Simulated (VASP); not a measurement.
# Na (P6_3/mmc) in VASP: further runs

Runs on Na. Level: r2SCAN. Tasks: single point.

All numbers are computed with VASP 6.6.1; they aren't measurements. Logs are shortened: lines on timing, memory, paths and dates and some standing lists are left out, and cuts for length are marked.

**1. The cell of the first run**

Symmetry: P6_3/mmc, No. 194, hexagonal system. Conventional cell: a = 3.579 Å, b = 3.579 Å, c = 6.154 Å, α = 90.00°, β = 90.00°, γ = 120.00°. Na (site symmetry -6m2) has 12 Na at 3.58 to 3.71 Å within 4.7 Å.

This isn't the form of Na at room conditions, which is bcc.

**2. Single point, r2SCAN (strain -0.050 along x and y, +0.000 along z)**

The input, POSCAR:

```
Na
1.0
    3.5786509477      0.0000000000      0.0000000000
   -1.7893254739      3.0992026320      0.0000000000
    0.0000000000      0.0000000000      6.1540000000
Na
2
Direct
    0.3333333333      0.6666666667      0.2500000000
    0.6666666667      0.3333333333      0.7500000000
```

The input, INCAR.step1:

```
SYSTEM = Na
PREC = Accurate ; ENCUT = 520
ISMEAR = 0 ; SIGMA = 0.15
LREAL = .False. ; LASPH = .True.
NELM = 100 ; NBANDS = 14
GGA = PE ; ALGO = Normal
EDIFF = 1E-4 ; LWAVE = .True.
LCHARG = .False.
```

The input, INCAR.step2:

```
SYSTEM = Na
PREC = Accurate ; ENCUT = 520
EDIFF = 1E-7 ; ISMEAR = 0
SIGMA = 0.15 ; LREAL = .False.
LASPH = .True. ; NELM = 100
ALGO = Normal ; ISIF = 2
LWAVE = .False. ; LCHARG = .False.
METAGGA = R2SCAN ; LMIXTAU = .True.
NBANDS = 14 ; ISTART = 1
```

The input, KPOINTS:

```
Automatic mesh
0
Gamma
  12 12 8
  0 0 0
```

Potentials or basis: VASP PAW PBE potentials, release 64 (Na_pv).

Started as:

```sh
$ cat potpaw_PBE.64/Na_pv/POTCAR > POTCAR
$ cp INCAR.step1 INCAR
$ mpirun -np 1 vasp_std > vasp.out
$ cp INCAR.step2 INCAR
$ mpirun -np 1 vasp_std > vasp.out
```

OUTCAR:

```text
SYSTEM = Na
   PREC = Accurate
   ENCUT = 520
   EDIFF = 1E-7
   ISMEAR = 0
   LREAL = .False.
   LASPH = .True.
   NELM = 100
   ISIF = 2
   METAGGA = R2SCAN
   ISTART = 1

 ion  position               nearest neighbor table
   1  0.333  0.667  0.250-
   2  0.667  0.333  0.750-

  LATTYP: Found a hexagonal cell.
 ALAT       =     3.5786509477
 C/A-ratio  =     1.7196424267

  Lattice vectors:

 A1 = (   3.5786509477,   0.0000000000,   0.0000000000)
 A2 = (  -1.7893254739,   3.0992026320,   0.0000000000)
 A3 = (   0.0000000000,   0.0000000000,   6.1540000000)

Analysis of symmetry for initial positions (statically):
=====================================================================
 Subroutine PRICEL returns:
 Original cell was already a primitive cell.

 Routine SETGRP: Setting up the symmetry group for a
 hexagonal supercell.

 Subroutine GETGRP returns: Found 24 space group operations
 (whereof 12 operations were pure point group operations)
 out of a pool of 24 trial point group operations.

The static configuration has the point symmetry D_3d.
 The point group associated with its full space group is D_6h.

Analysis of symmetry for dynamics (positions and initial velocities):
=====================================================================
 Subroutine PRICEL returns:
 Original cell was already a primitive cell.

 Routine SETGRP: Setting up the symmetry group for a
 hexagonal supercell.

 Subroutine GETGRP returns: Found 24 space group operations
 (whereof 12 operations were pure point group operations)
 out of a pool of 24 trial point group operations.

The dynamic configuration has the point symmetry D_3d.
 The point group associated with its full space group is D_6h.

 Subroutine INISYM returns: Found 24 space group operations
 (whereof 12 operations are pure point group operations),
 and found     1 'primitive' translations

----------------------------------------------------------------------------------------

                                     Primitive cell

  volume of cell :      68.2538

  direct lattice vectors                    reciprocal lattice vectors
     3.578650948  0.000000000  0.000000000     0.279434908  0.161331820  0.000000000
    -1.789325474  3.099202632  0.000000000     0.000000000  0.322663639  0.000000000
     0.000000000  0.000000000  6.154000000     0.000000000  0.000000000  0.162495938

  length of vectors
     3.578650948  3.578650948  6.154000000     0.322663639  0.322663639  0.162495938

  position of ions in fractional coordinates (direct lattice)
     0.333333333  0.666666667  0.250000000
     0.666666667  0.333333333  0.750000000

  ion indices of the primitive-cell ions
   primitive index   ion index
                 1           1
                 2           2

----------------------------------------------------------------------------------------

 KPOINTS: Automatic mesh

Automatic generation of k-mesh.
 Grid dimensions read from file:
 generate k-points for:   12   12    8

 Generating k-lattice:

  Cartesian coordinates                     Fractional coordinates (reciprocal lattice)
     0.023286242  0.013444318  0.000000000     0.083333333  0.000000000  0.000000000
     0.000000000  0.026888637  0.000000000     0.000000000  0.083333333  0.000000000
     0.000000000  0.000000000  0.020311992     0.000000000  0.000000000  0.125000000

  Length of vectors
     0.026888637  0.026888637  0.020311992

  Shift w.r.t. Gamma in fractional coordinates (k-lattice)
     0.000000000  0.000000000  0.000000000

 Subroutine IBZKPT returns following result:
 ===========================================

 Found     95 irreducible k-points:

 Following reciprocal coordinates:
            Coordinates               Weight
  0.000000  0.000000  0.000000      1.000000
  0.083333  0.000000  0.000000      6.000000
  0.166667  0.000000  0.000000      6.000000
  0.250000  0.000000  0.000000      6.000000
  0.333333  0.000000  0.000000      6.000000
  0.416667  0.000000  0.000000      6.000000
[... 16 lines left out ...]
  0.250000  0.000000  0.125000     12.000000
  0.333333  0.000000  0.125000     12.000000
 [... further k-points ...]
   k-points           NKPTS =     95   k-points in BZ     NKDIM =     95   number of bands    NBANDS=     14
   number of dos      NEDOS =    301   number of ions     NIONS =      2
   total plane-waves  NPLWV =  37632
   dimension x,y,z NGX =    28 NGY =   28 NGZ =   48
   dimension x,y,z NGXF=    56 NGYF=   56 NGZF=   96
   ions per type =               2
   NGX,Y,Z   is equivalent  to a cutoff of  13.01, 13.01, 12.97 a.u.
   NGXF,Y,Z  is equivalent  to a cutoff of  26.01, 26.01, 25.93 a.u.
 SYSTEM =  Na
   PREC   = accura    normal or accurate (medium, high low for compatibility)
   ISTART =      1    job   : 0-new  1-cont  2-samecut
   ICHARG =      0    charge: 1-file 2-atom 10-const
   ISPIN  =      1    spin polarized calculation?
   LNONCOLLINEAR =      F non collinear calculations
   LSORBIT =      F    spin-orbit coupling
   LASPH  =      T    aspherical Exc in radial PAW
   ENCUT  =  520.0 eV  38.22 Ry    6.18 a.u.   6.65  6.65 11.44*2*pi/ulx,y,z
   NELM   =    100;   NELMIN=  2; NELMDL=  0     # of ELM steps
   EDIFF  = 0.1E-06   stopping-criterion for ELM
   LREAL  =      F    real-space projection
   EDIFFG = 0.1E-05   stopping-criterion for IOM
   NSW    =      0    number of steps for IOM
   IBRION =     -1    ionic relax: 0-MD 1-quasi-New 2-CG
   NFREE  =      0    steps in history (QN), initial steepest desc. (CG)
   ISIF   =      2    stress and relaxation
   ISYM   =      2    0-nonsym 1-usesym 2-fastsym
   POTIM  = 0.5000    time-step for ionic-motion
   TEBEG  =    0.0;   TEEND  =   0.0 temperature during run
   PSTRESS=    0.0 pullay stress
   NELECT =      14.0000    total number of electrons
   NUPDOWN=      -1.0000    fix difference up-down
   EMIN   =  10.00;   EMAX   =-10.00  energy-range for DOS
   EFERMI =   0.00;   METHOD = LEGACY
   ISMEAR =     0;   SIGMA  =   0.15  broadening in eV -4-tet -1-fermi 0-gaus
   EFERMI_NEDOS =   21; number of points for ismear=-14 and -15
   IALGO  =     38    algorithm
   IMIX   =      4    mixing-type and parameters
     AMIX     =   0.40;   BMIX     =  1.00
     AMIX_MAG =   1.60;   BMIX_MAG =  1.00
  volume/ion in A,a.u.               =      34.13       230.30
  Fermi-wavevector in a.u.,A,eV,Ry     =   0.965477  1.824487 12.682613  0.932146
  Thomas-Fermi vector in A             =   2.095197
   LORBIT       =      0    0 simple, 1 ext, 2 COOP (PROOUT), +10 PAW based schemes
   METAGGA = R2SCAN    functional components
   LHFCALC =     F    Hartree Fock is set to
   AEXX    =    0.0000 exact exchange contribution
   IVDW    =     0    specifies the selected vdW correction
   LEPSILON=     F    determine dielectric tensor
   LRPA    =     F    only Hartree local field effects (RPA)
 non-spin polarized calculation
 Gauss-broadening in eV      SIGMA  =   0.15
  energy-cutoff  :      520.00
  volume of cell :       68.25
 maximum number of plane-waves:      1871
 NGX is ok and might be reduce to    28
   NGX = 13   NGY = 13   NGZ = 23

 number of electron      14.0000011 magnetization

 Free energy of the ion-electron system (eV)
  ---------------------------------------------------
  ext. energy  EPLUGINS =         0.00000000
  ---------------------------------------------------
  free energy    TOTEN  =        -7.09019589 eV

  energy without entropy =       -7.08141771  energy(sigma->0) =       -7.08580680

 E-fermi :   0.5858     XC(G=0):  -7.1596

 val. band max:        0.5635632815   @ k =   0.4167   0.0833   0.1250
 cond. band min:       0.6006282949   @ k =   0.1667   0.0000   0.1250
 fundamental gap:      0.0370650134
 Fermi energy:         0.5858497564

 k-point     1 :       0.0000    0.0000    0.0000
  band No.  band energies     occupation
      1     -25.3909      2.00000
      2     -25.3561      2.00000
      3     -25.3559      2.00000
      4     -25.3514      2.00000
      5     -25.3511      2.00000
      6     -25.3491      2.00000
      7      -3.0778      2.00000
      8       0.8378      0.01753
      9       1.5313      0.00000
     10      11.8694      0.00000
     11      12.1809      0.00000
     12      12.1814      0.00000
     13      12.8691      0.00000
     14      12.8692      0.00000

 k-point     2 :       0.0833    0.0000    0.0000
  band No.  band energies     occupation
      1     -25.3898      2.00000
      2     -25.3588      2.00000
      3     -25.3569      2.00000
      4     -25.3541      2.00000
      5     -25.3518      2.00000
      6     -25.3493      2.00000
      7      -2.9577      2.00000
      8       0.9448      0.00071
      9       1.6457      0.00000
     10      10.3102      0.00000
     11      11.5040      0.00000
     12      11.7731      0.00000
     13      12.4798      0.00000
     14      13.5228      0.00000

 k-point     3 :       0.1667    0.0000    0.0000
  band No.  band energies     occupation
      1     -25.3867      2.00000
      2     -25.3667      2.00000
      3     -25.3621      2.00000
      4     -25.3591      2.00000
      5     -25.3533      2.00000
      6     -25.3500      2.00000
      7      -2.5990      2.00000
      8       1.2664      0.00000
      9       1.9827      0.00000
     10       8.2006      0.00000
     11      10.5640      0.00000
     12      10.7128      0.00000
     13      11.6818      0.00000
     14      12.4462      0.00000
[... 324 lines left out ...]
 k-point    23 :       0.2500    0.0000    0.1250
  band No.  band energies     occupation
      1     -25.3827      2.00000
      2     -25.3760      2.00000
      3     -25.3731      2.00000
      4     -25.3619      2.00000
      5     -25.3557      2.00000
      6     -25.3522      2.00000
      7      -1.9400      2.00000
      8       1.1514      0.00000
      9       3.2719      0.00000
     10       6.2984      0.00000
     11       8.7816      0.00000
     12      10.0181      0.00000
     13      10.1302      0.00000
     14      11.8143      0.00000

 k-point    24 :       0.3333    0.0000    0.1250
  band No.  band energies     occupation
      1     -25.3892      2.00000
      2     -25.3839      2.00000
      3     -25.3752      2.00000
      4     -25.3647      2.00000
      5     -25.3578      2.00000
      6     -25.3539      2.00000
      7      -1.1247      2.00000
      8       1.9032      0.00000
      9       3.7133      0.00000
     10       4.7991      0.00000
     11       7.1132      0.00000
     12       8.7145      0.00000
     13       9.6715      0.00000
     14      11.2894      0.00000

 [... further k-points ...]

------------------------ aborting loop because EDIFF is reached ----------------------------------------

  FORCE on cell =-STRESS in cart. coord.  units (eV):
  Direction    XX          YY          ZZ          XY          YZ          ZX
  --------------------------------------------------------------------------------------
  -------------------------------------------------------------------------------------
  Total        0.5523169      0.5523169      0.1722109     -0.0000000     -0.0000000      0.0000000
  in kB       12.9649870     12.9649870      4.0424473     -0.0000000     -0.0000000      0.0000000
  external PRESSURE =       9.9908071 kB  Pullay stress =       0.0000000 kB

 VOLUME and BASIS-vectors are now :
 -----------------------------------------------------------------------------
  energy-cutoff  :      520.00
  volume of cell :       68.25
      direct lattice vectors                 reciprocal lattice vectors
     3.578650948  0.000000000  0.000000000     0.279434908  0.161331820  0.000000000
    -1.789325474  3.099202632  0.000000000     0.000000000  0.322663639  0.000000000
     0.000000000  0.000000000  6.154000000     0.000000000  0.000000000  0.162495938

 POSITION                                       TOTAL-FORCE (eV/Angst)
 -----------------------------------------------------------------------------------
     -0.00000      2.06614      1.53850         0.000000      0.000000      0.000000
      1.78933      1.03307      4.61550        -0.000000     -0.000000      0.000000
 -----------------------------------------------------------------------------------
    total drift:                               -0.000000      0.000000     -0.000000

  FREE ENERGIE OF THE ION-ELECTRON SYSTEM (eV)
  ---------------------------------------------------
  free  energy   TOTEN  =        -7.0901958895 eV

  energy  without entropy=       -7.0814177127  energy(sigma->0) =       -7.08580680
```

It took 9.9 min on 1 thread of Oxide Virtual Turin-like, shared host; peak memory 0.19 GiB.

Results:

```yaml
Free_energy: -7.0902 eV
Pressure: 1.0 GPa
Band_gap_on_the_k_mesh: zero (bands 7 and 8 overlap by 4.97 eV)
```

Levels at points of the mesh, in eV from the Fermi level:
```tsv
k point	band 5	band 6	band 7	band 8	band 9	band 10
(0.00, 0.00, 0.00)	-25.94	-25.93	-3.66	0.25	0.95	11.28
(0.50, 0.00, 0.00)	-25.95	-25.94	0.33	0.65	4.04	4.25
(0.00, 0.00, 0.50)	-25.94	-25.94	-2.58	-2.58	5.62	5.62
(0.50, 0.00, 0.50)	-25.95	-25.95	1.16	1.16	1.93	1.93
```

Caveat: the cell differs from its parent crystal (strain -0.050 along x and y, +0.000 along z); the PAW data sets were made with another functional, which shifts forces and pressure a little.

**3. Single point, r2SCAN (strain -0.025 along x and y, -0.050 along z)**

The input, POSCAR:

```
Na
1.0
    3.6728259727      0.0000000000      0.0000000000
   -1.8364129863      3.1807605960      0.0000000000
    0.0000000000      0.0000000000      5.8463000000
Na
2
Direct
    0.3333333333      0.6666666667      0.2500000000
    0.6666666667      0.3333333333      0.7500000000
```

The input, INCAR.step1:

```
ALGO     = Normal         # electronic algorithm
EDIFF    = 1E-4           # SCF threshold, eV
ENCUT    = 520            # plane-wave cutoff, eV
GGA      = PE             # functional
ISMEAR   = 0              # smearing method
LASPH    = True           # aspherical terms in the spheres
LCHARG   = False          # write CHGCAR
LREAL    = False          # projectors in reciprocal space
LWAVE    = True           # write WAVECAR
NBANDS   = 14             # bands
NELM     = 60             # most SCF steps
PREC     = Accurate       # precision mode
SIGMA    = 0.15           # smearing width, eV
```

The input, INCAR.step2:

```
ALGO     = Normal         # electronic algorithm
EDIFF    = 1E-7           # SCF threshold, eV
ENCUT    = 520            # plane-wave cutoff, eV
ISIF     = 2              # what is computed and relaxed
ISMEAR   = 0              # smearing method
ISTART   = 1            
LASPH    = True           # aspherical terms in the spheres
LCHARG   = False          # write CHGCAR
LMIXTAU  = True         
LREAL    = False          # projectors in reciprocal space
LWAVE    = False          # write WAVECAR
METAGGA  = R2SCAN         # meta-GGA
NBANDS   = 14             # bands
NELM     = 60             # most SCF steps
PREC     = Accurate       # precision mode
SIGMA    = 0.15           # smearing width, eV
```

The input, KPOINTS:

```
k-points
0
Gamma
  12 12 8
```

Potentials or basis: VASP PAW PBE potentials, release 64 (Na_pv).

Started as:

```sh
$ cat potpaw_PBE.64/Na_pv/POTCAR > POTCAR
$ cp INCAR.step1 INCAR
$ mpirun -np 1 vasp_std > vasp.out
$ cp INCAR.step2 INCAR
$ mpirun -np 1 vasp_std > vasp.out
```

Wall time 12 min (1 thread of Oxide Virtual Turin-like, shared host); peak memory 0.19 GiB.

It converged, with:

- Free energy: -7.0973 eV
- Pressure: 1.0 GPa
- Band gap on the k mesh: zero (bands 7 and 8 overlap by 4.69 eV)

Stress tensor (GPa, compression positive):
```
0.86 0.00 0.00
0.00 0.86 0.00
0.00 0.00 1.19
```

Levels at points of the mesh, in eV from the Fermi level:
```tsv
k point	band 4	band 5	band 6	band 7	band 8	band 9	band 10	band 11
(0.00, 0.00, 0.00)	-25.93	-25.93	-25.93	-3.66	0.66	1.42	10.88	10.89
(0.50, 0.00, 0.00)	-25.95	-25.95	-25.94	0.14	0.44	4.23	4.42	5.18
(0.00, 0.00, 0.50)	-25.94	-25.94	-25.94	-2.46	-2.46	6.54	6.54	11.50
(0.50, 0.00, 0.50)	-25.95	-25.94	-25.94	1.08	1.08	1.84	1.84	8.47
```

Caveat: the cell differs from its parent crystal (strain -0.025 along x and y, -0.050 along z); the PAW data sets were made with another functional, which shifts forces and pressure a little.

The gap in the log of VASP goes by the Fermi energy; the results here count the filled bands.